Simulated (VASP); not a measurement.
# GeS (Pnma) in VASP: single point with PBE

Aim: the single point of GeS with PBE.

Program: VASP 6.6.1. These are calculated values, not measurements. Logs are shortened: lines on timing, memory, paths and dates and some standing lists are left out, and cuts for length are marked.

**1. The cell of the first run**

It takes space group Pnma (No. 62, orthorhombic). The conventional cell has a = 10.781 Å, b = 3.668 Å, c = 4.450 Å, α = 90.00°, β = 90.00°, γ = 90.00°. Ge (site symmetry m) has 3 S at 2.46 Å within 3.2 Å. Within 3.2 Å of S (site symmetry m) lie 3 Ge at 2.46 Å.

**2. Single point, PBE**

INCAR

```
SYSTEM = GeS
ALGO = Normal
EDIFF = 1E-6
ENCUT = 500
GGA = PE
GGA_COMPAT = .False.
ISIF = 2
ISMEAR = 0
LASPH = .True.
LCHARG = .False.
LREAL = .False.
LWAVE = .False.
NBANDS = 50
NELM = 120
PREC = Accurate
SIGMA = 0.02
```

KPOINTS

```
k-points
0
Gamma
  4 8 6
  0 0 0
```

POSCAR

```
GeS
1.0
   10.7805122337      0.0000000000      0.0000000000
    0.0000000000      3.6678294523      0.0000000000
    0.0000000000      0.0000000000      4.4504162726
Ge S
4 4
Direct
    0.1259048327      0.2500000000      0.1349203704
    0.8740951673      0.7500000000      0.8650796296
    0.3740951673      0.7500000000      0.6349203704
    0.6259048327      0.2500000000      0.3650796296
    0.8471176922      0.2500000000      0.5025596583
    0.1528823078      0.7500000000      0.4974403417
    0.6528823078      0.7500000000      0.0025596583
    0.3471176922      0.2500000000      0.9974403417
```

Potentials or basis: VASP PAW PBE potentials, release 64 (Ge_d, S).

Command:

```
cat potpaw_PBE.64/Ge_d/POTCAR potpaw_PBE.64/S/POTCAR > POTCAR
mpirun -np 1 vasp_std > vasp.out
```

OUTCAR:

```text
SYSTEM = GeS
   EDIFF = 1E-6
   ENCUT = 500
   GGA = PE
   ISIF = 2
   ISMEAR = 0
   LASPH = .True.
   LREAL = .False.
   NELM = 120
   PREC = Accurate

 ion  position               nearest neighbor table
   1  0.126  0.250  0.135-   6 2.46   6 2.46   8 2.46
   2  0.874  0.750  0.865-   5 2.46   5 2.46   7 2.46
   3  0.374  0.750  0.635-   8 2.46   8 2.46   6 2.46
   4  0.626  0.250  0.365-   7 2.46   7 2.46   5 2.46
   5  0.847  0.250  0.503-   2 2.46   2 2.46   4 2.46
   6  0.153  0.750  0.497-   1 2.46   1 2.46   3 2.46
   7  0.653  0.750  0.003-   4 2.46   4 2.46   2 2.46
   8  0.347  0.250  0.997-   3 2.46   3 2.46   1 2.46

  LATTYP: Found a simple orthorhombic cell.
 ALAT       =     3.6678294523
 B/A-ratio  =     1.2133651061
 C/A-ratio  =     2.9392076087

  Lattice vectors:

 A1 = (   0.0000000000,   3.6678294523,   0.0000000000)
 A2 = (   0.0000000000,   0.0000000000,   4.4504162726)
 A3 = (  10.7805122337,   0.0000000000,   0.0000000000)

Analysis of symmetry for initial positions (statically):
=====================================================================
 Subroutine PRICEL returns:
 Original cell was already a primitive cell.

 Routine SETGRP: Setting up the symmetry group for a
 simple orthorhombic supercell.

 Subroutine GETGRP returns: Found  8 space group operations
 (whereof  2 operations were pure point group operations)
 out of a pool of  8 trial point group operations.

The static configuration has the point symmetry S_2 .
 The point group associated with its full space group is D_2h.

Analysis of symmetry for dynamics (positions and initial velocities):
=====================================================================
 Subroutine PRICEL returns:
 Original cell was already a primitive cell.

 Routine SETGRP: Setting up the symmetry group for a
 simple orthorhombic supercell.

 Subroutine GETGRP returns: Found  8 space group operations
 (whereof  2 operations were pure point group operations)
 out of a pool of  8 trial point group operations.

The dynamic configuration has the point symmetry S_2 .
 The point group associated with its full space group is D_2h.

 Subroutine INISYM returns: Found  8 space group operations
 (whereof  2 operations are pure point group operations),
 and found     1 'primitive' translations

----------------------------------------------------------------------------------------

[... 104 lines left out ...]
   EDIFF  = 0.1E-05   stopping-criterion for ELM
   LREAL  =      F    real-space projection
   EDIFFG = 0.1E-04   stopping-criterion for IOM
   NSW    =      0    number of steps for IOM
   IBRION =     -1    ionic relax: 0-MD 1-quasi-New 2-CG
   NFREE  =      0    steps in history (QN), initial steepest desc. (CG)
   ISIF   =      2    stress and relaxation
   ISYM   =      2    0-nonsym 1-usesym 2-fastsym
   POTIM  = 0.5000    time-step for ionic-motion
   TEBEG  =    0.0;   TEEND  =   0.0 temperature during run
   PSTRESS=    0.0 pullay stress
   NELECT =      80.0000    total number of electrons
   NUPDOWN=      -1.0000    fix difference up-down
   EMIN   =  10.00;   EMAX   =-10.00  energy-range for DOS
   EFERMI =   0.00;   METHOD = LEGACY
   ISMEAR =     0;   SIGMA  =   0.02  broadening in eV -4-tet -1-fermi 0-gaus
   EFERMI_NEDOS =   21; number of points for ismear=-14 and -15
   IALGO  =     38    algorithm
   IMIX   =      4    mixing-type and parameters
     AMIX     =   0.40;   BMIX     =  1.00
     AMIX_MAG =   1.60;   BMIX_MAG =  1.00
  volume/ion in A,a.u.               =      22.00       148.44
  Fermi-wavevector in a.u.,A,eV,Ry     =   1.258795  2.378778 21.559323  1.584566
  Thomas-Fermi vector in A             =   2.392387
   LORBIT       =      0    0 simple, 1 ext, 2 COOP (PROOUT), +10 PAW based schemes
   GGA     = PE    functional components
   LHFCALC =     F    Hartree Fock is set to
   AEXX    =    0.0000 exact exchange contribution
   IVDW    =     0    specifies the selected vdW correction
   LEPSILON=     F    determine dielectric tensor
   LRPA    =     F    only Hartree local field effects (RPA)
 non-spin polarized calculation
 Gauss-broadening in eV      SIGMA  =   0.02
  energy-cutoff  :      500.00
  volume of cell :      175.97
 maximum number of plane-waves:      4502
 NGX is ok and might be reduce to    80
   NGX = 39   NGY = 13   NGZ = 17

 number of electron      79.9999991 magnetization

 Free energy of the ion-electron system (eV)
  ---------------------------------------------------
  ext. energy  EPLUGINS =         0.00000000
  ---------------------------------------------------
  free energy    TOTEN  =       -36.64955125 eV

  energy without entropy =      -36.64955125  energy(sigma->0) =      -36.64955125

 E-fermi :   4.4254     XC(G=0):  -9.7557

 val. band max:        4.2863868491   @ k =   0.0000   0.0000   0.0000
 cond. band min:       5.5227199548   @ k =   0.0000   0.0000   0.0000
 fundamental gap:      1.2363331057
 Fermi energy:         4.4254068066

 k-point     1 :       0.0000    0.0000    0.0000
  band No.  band energies     occupation
      1     -20.0981      2.00000
      2     -20.0962      2.00000
      3     -20.0916      2.00000
      4     -20.0904      2.00000
      5     -20.0892      2.00000
      6     -20.0884      2.00000
[... 1261 lines left out ...]
     49       9.0543      0.00000
     50       9.0545      0.00000

 [... further k-points ...]
[... 5 lines left out ...]
  --------------------------------------------------------------------------------------
  -------------------------------------------------------------------------------------
  Total       -0.0951107     -0.1243084     -0.0378721      0.0000000     -0.0000000      0.0000000
  in kB       -0.8659463     -1.1317792     -0.3448105      0.0000000     -0.0000000      0.0000000
  external PRESSURE =      -0.7808454 kB  Pullay stress =       0.0000000 kB

 VOLUME and BASIS-vectors are now :
 -----------------------------------------------------------------------------
  energy-cutoff  :      500.00
  volume of cell :      175.97
      direct lattice vectors                 reciprocal lattice vectors
    10.780512234  0.000000000  0.000000000     0.092759971  0.000000000  0.000000000
     0.000000000  3.667829452  0.000000000     0.000000000  0.272640812  0.000000000
     0.000000000  0.000000000  4.450416273     0.000000000  0.000000000  0.224698082

 POSITION                                       TOTAL-FORCE (eV/Angst)
 -----------------------------------------------------------------------------------
      1.35732      0.91696      0.60045         0.002226      0.000000     -0.004643
      9.42319      2.75087      3.84996        -0.002226     -0.000000      0.004643
      4.03294      2.75087      2.82566        -0.002226      0.000000     -0.004643
      6.74757      0.91696      1.62476         0.002226     -0.000000      0.004643
      9.13236      0.91696      2.23660         0.000165     -0.000000     -0.003498
      1.64815      2.75087      2.21382        -0.000165     -0.000000      0.003498
      7.03841      2.75087      0.01139        -0.000165     -0.000000     -0.003498
      3.74211      0.91696      4.43902         0.000165      0.000000      0.003498
 -----------------------------------------------------------------------------------
    total drift:                                0.000000      0.000000      0.000000

  FREE ENERGIE OF THE ION-ELECTRON SYSTEM (eV)
  ---------------------------------------------------
  free  energy   TOTEN  =       -36.6495512484 eV

  energy  without entropy=      -36.6495512484  energy(sigma->0) =      -36.64955125
```

OSZICAR:

```text
N       E                     dE             d eps       ncg     rms          rms(c)
DAV:   1     0.917811867157E+03    0.91781E+03   -0.35523E+04  7514   0.341E+03
DAV:   2     0.148869497643E+03   -0.76894E+03   -0.73516E+03  6000   0.933E+02
DAV:   3    -0.220508471388E+02   -0.17092E+03   -0.16264E+03  6942   0.226E+02
DAV:   4    -0.369394870549E+02   -0.14889E+02   -0.14633E+02  7288   0.730E+01
DAV:   5    -0.374705334812E+02   -0.53105E+00   -0.52906E+00  7212   0.139E+01    0.126E+01
DAV:   6    -0.366521682256E+02    0.81837E+00   -0.16525E+00  8526   0.675E+00    0.827E+00
DAV:   7    -0.366568226177E+02   -0.46544E-02   -0.65237E-01  7830   0.280E+00    0.212E+00
DAV:   8    -0.366489744359E+02    0.78482E-02   -0.68942E-02  8274   0.187E+00    0.407E-01
DAV:   9    -0.366493554239E+02   -0.38099E-03   -0.10182E-02  7308   0.661E-01    0.156E-01
DAV:  10    -0.366494793626E+02   -0.12394E-03   -0.92178E-04  7170   0.150E-01    0.709E-02
DAV:  11    -0.366495533998E+02   -0.74037E-04   -0.11644E-04  7722   0.639E-02    0.308E-02
DAV:  12    -0.366495487342E+02    0.46656E-05   -0.34648E-05  6682   0.269E-02    0.116E-02
DAV:  13    -0.366495513689E+02   -0.26347E-05   -0.10353E-05  6054   0.208E-02    0.491E-03
DAV:  14    -0.366495512484E+02    0.12050E-06   -0.11743E-06  4162   0.807E-03
   1 F= -.36649551E+02 E0= -.36649551E+02  d E =-.610408E-25
```

It took 9.3 min on 1 thread of AMD EPYC 7R43 (Zen 3), shared host; peak memory 0.45 GiB.

Results:

```
Free energy            : -36.6496 eV
Pressure               : -0.1 GPa
Largest force          : 0.005 eV/Å
Band gap on the k mesh : 1.24 eV
```

Forces in eV/Å, atoms in the order of the input:
```
Ge   0.002  0.000 -0.005
Ge  -0.002  0.000  0.005
Ge  -0.002  0.000 -0.005
Ge   0.002  0.000  0.005
S    0.000  0.000 -0.003
S    0.000  0.000  0.003
S    0.000  0.000 -0.003
S    0.000  0.000  0.003
```

Levels at points of the mesh, in eV from the valence-band top:
| k point | band 38 | band 39 | band 40 | band 41 | band 42 | band 43 |
| --- | --- | --- | --- | --- | --- | --- |
| (0.00, 0.00, 0.00) | -0.84 | -0.78 | 0.00 | 1.24 | 2.56 | 2.74 |
| (0.50, 0.00, 0.00) | -1.77 | -0.34 | -0.34 | 2.37 | 2.37 | 2.59 |
| (0.00, 0.50, 0.00) | -1.49 | -1.12 | -1.12 | 1.46 | 1.46 | 1.64 |
| (0.50, 0.50, 0.00) | -1.47 | -1.47 | -1.47 | 1.76 | 1.76 | 1.76 |
| (0.00, 0.00, 0.50) | -0.98 | -0.31 | -0.31 | 1.75 | 1.75 | 2.48 |
| (0.50, 0.00, 0.50) | -0.80 | -0.34 | -0.34 | 1.76 | 1.76 | 2.36 |
| (0.00, 0.50, 0.50) | -1.93 | -1.23 | -1.23 | 3.11 | 3.11 | 3.20 |
| (0.50, 0.50, 0.50) | -1.35 | -1.35 | -1.35 | 2.90 | 2.90 | 2.90 |
